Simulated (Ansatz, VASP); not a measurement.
**LaLuAs2: VASP beside Ansatz**

```
La As Lu
1.0
     4.22326    0.00000    0.00000
     0.00000    4.22326    0.00000
     0.00000    0.00000    5.95210
La As Lu
1 2 1
Direct
  0.00000 0.00000 0.00000
  0.00000 0.00000 0.50000
  0.50000 0.50000 0.00000
  0.50000 0.50000 0.50000
```

Alike in both runs: task single point; functional r2SCAN; k mesh 6 × 6 × 4; occupations fermi-dirac, width 0.02 eV; no spin polarisation.

|  | VASP | Ansatz |
| --- | --- | --- |
| version | VASP 6.6.1 | Ansatz 0.2.0 |
| potentials or method | VASP PAW PBE potentials, release 64 (La, As, Lu) | plane waves, PAW |
| plane-wave cutoff (eV) | 520 | 500 |
| valence electrons in the cell | 46 | 66 |

```tsv
	VASP	Ansatz	Ansatz less VASP
pressure (GPa)	0.0	0.0	-0.03
```

VASP's potentials were made for PBE, not for r2SCAN. The functional is the same, so the differences come from potentials, cutoffs and numerics. VASP's potentials hold 46 valence electrons a cell and Ansatz's 66, so a difference there can come from the potentials and not from the codes.

Spin-orbit coupling is off throughout.
